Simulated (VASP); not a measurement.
SbPb: single point with LDA

SbPb:

```
Sb Pb
1.0
     0.00000    3.12584    3.29745
     3.12584    0.00000    3.29745
     3.12584    3.12584    0.00000
Sb Pb
1 1
Cartesian
  3.1258 3.1258 3.2974
  0.0000 0.0000 0.0000
```

| Quantity | Value |
| --- | --- |
| Program | VASP 6.6.1 |
| Task | single point |
| Functional | LDA |
| Potentials or basis | VASP PAW LDA potentials, release 64 (Sb, Pb_d) |
| Cutoff | 520 eV |
| k mesh | 14 × 14 × 14 |
| Occupations | gaussian, width 0.15 eV |
| Spin | no spin polarisation |
| Dipole correction | no |
| Further INCAR settings | ALGO = Normal; EDIFF = 1e-06; NBANDS = 16 |

```json
{"Pressure": "-3.2 GPa", "Band gap on the k mesh": "zero (an odd number of electrons rules out a gap without spin polarisation)"}
```

Stress tensor (GPa, compression positive):
```
-2.07  0.00  0.00
 0.00 -2.07  0.00
 0.00  0.00 -5.54
```

Levels at points of the mesh, in eV from the Fermi level:
| k point | band 7 | band 8 | band 9 | band 10 | band 11 | band 12 | band 13 | band 14 |
| --- | --- | --- | --- | --- | --- | --- | --- | --- |
| (0.00, 0.00, 0.00) | -4.23 | -0.84 | -0.84 | -0.18 | 3.56 | 4.91 | 4.91 | 5.65 |
| (0.50, 0.00, 0.00) | -8.78 | -0.05 | 0.21 | 0.89 | 0.89 | 1.33 | 1.39 | 8.97 |
| (0.50, 0.50, 0.00) | -6.30 | -4.40 | -2.36 | -2.36 | 3.28 | 6.51 | 6.51 | 7.67 |
| (0.50, 0.00, 0.50) | -6.96 | -4.50 | -2.82 | -2.18 | 3.12 | 5.60 | 7.05 | 8.46 |

Wall time 2.7 min on 1 thread of AMD EPYC 7R13 Processor (Zen 3), with other jobs on the host, peak memory 0.35 GiB.

Caveat: the cell stands under tension; spin-orbit coupling is left out, which moves the levels of the heavy elements.
